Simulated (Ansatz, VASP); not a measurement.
**One calculation of Al2O3, two programs**

The input INCAR:

```
SYSTEM = Al2O3
ALGO     = Normal         ! electronic algorithm
EDIFF    = 1E-7           ! SCF threshold, eV
ENCUT    = 520            ! plane-wave cutoff, eV
GGA      = RE             ! functional
ISIF     = 2              ! what is computed and relaxed
ISMEAR   = -1             ! smearing method
IVDW     = 13             ! dispersion correction
LASPH    = .True.         ! aspherical terms in the spheres
LCHARG   = .False.        ! write CHGCAR
LREAL    = .False.        ! projectors in reciprocal space
LWAVE    = .False.        ! write WAVECAR
NBANDS   = 35             ! bands
NELM     = 100            ! most SCF steps
PREC     = Accurate       ! precision mode
SIGMA    = 0.05           ! smearing width, eV
```

The input KPOINTS:

```
k-points
0
Gamma
  7 7 7
  0 0 0
```

The input POSCAR:

```
Al2O3
1.0
    2.3802500000      1.3742379782      4.3318666667
   -2.3802500000      1.3742379782      4.3318666667
    0.0000000000     -2.7484759565      4.3318666667
Al O
4 6
Direct
    0.8521600000      0.8521600000      0.8521600000
    0.6478400000      0.6478400000      0.6478400000
    0.1478400000      0.1478400000      0.1478400000
    0.3521600000      0.3521600000      0.3521600000
    0.0566800000      0.7500000000      0.4433200000
    0.7500000000      0.4433200000      0.0566800000
    0.4433200000      0.0566800000      0.7500000000
    0.9433200000      0.2500000000      0.5566800000
    0.2500000000      0.5566800000      0.9433200000
    0.5566800000      0.9433200000      0.2500000000
```

The input input.yaml:

```yaml
crystal:
  lattice:
    - [2.38025, 1.3742379782, 4.3318666667]
    - [-2.38025, 1.3742379782, 4.3318666667]
    - [0.0, -2.7484759565, 4.3318666667]
  atoms:
    - { symbol: Al, position: [0.85216, 0.85216, 0.85216] }
    - { symbol: Al, position: [0.64784, 0.64784, 0.64784] }
    - { symbol: Al, position: [0.14784, 0.14784, 0.14784] }
    - { symbol: Al, position: [0.35216, 0.35216, 0.35216] }
    - { symbol: O, position: [0.05668, 0.75, 0.44332] }
    - { symbol: O, position: [0.75, 0.44332, 0.05668] }
    - { symbol: O, position: [0.44332, 0.05668, 0.75] }
    - { symbol: O, position: [0.94332, 0.25, 0.55668] }
    - { symbol: O, position: [0.25, 0.55668, 0.94332] }
    - { symbol: O, position: [0.55668, 0.94332, 0.25] }
hamiltonian:
  xc: revpbe
  pseudopotentials: { kind: paw }
  dispersion: d4
kpoints:
  mp_grid: { grid: [7, 7, 7] }
scf:
  occupations: { method: fermi_dirac, width: 0.05 }
output:
  forces: true
  stress: true
  eigenvalues: true
```

Alike in both runs: task single point; functional revPBE; dispersion D4; k mesh 7 × 7 × 7; occupations fermi-dirac, width 0.05 eV; no spin polarisation.

|  | VASP | Ansatz |
| --- | --- | --- |
| version | VASP 6.6.1 | Ansatz 0.2.0 |
| potentials or method | VASP PAW PBE potentials, release 64 (Al, O) | Ansatz PAW |
| plane-wave cutoff (eV) | 520 | 420 |
| valence electrons in the cell | 48 | 48 |

Ansatz gave:

```
gap on the k mesh at the Fermi level (eV)                     : 6.29
least direct gap on the mesh (eV)                             : 6.29
pressure (GPa)                                                : 0.7
traceless stress, the component that is largest in VASP (GPa) : -0.43
rms of the force components (eV/Å)                            : 0.015
```

Task: What did VASP give for the same quantities?

Result: gap on the k mesh at the Fermi level (eV): 6.29; least direct gap on the mesh (eV): 6.29; pressure (GPa): 0.2; traceless stress, the component that is largest in VASP (GPa): -0.41; rms of the force components (eV/Å): 0.016.

VASP's potentials were made for PBE, not for revPBE. Atom by atom the forces differ by 0.003 eV/Å (rms over components).

Noted on Ansatz's run: odd divisions of the mesh miss points on the zone boundary, where band edges often lie, so the gap on the mesh can be too wide.
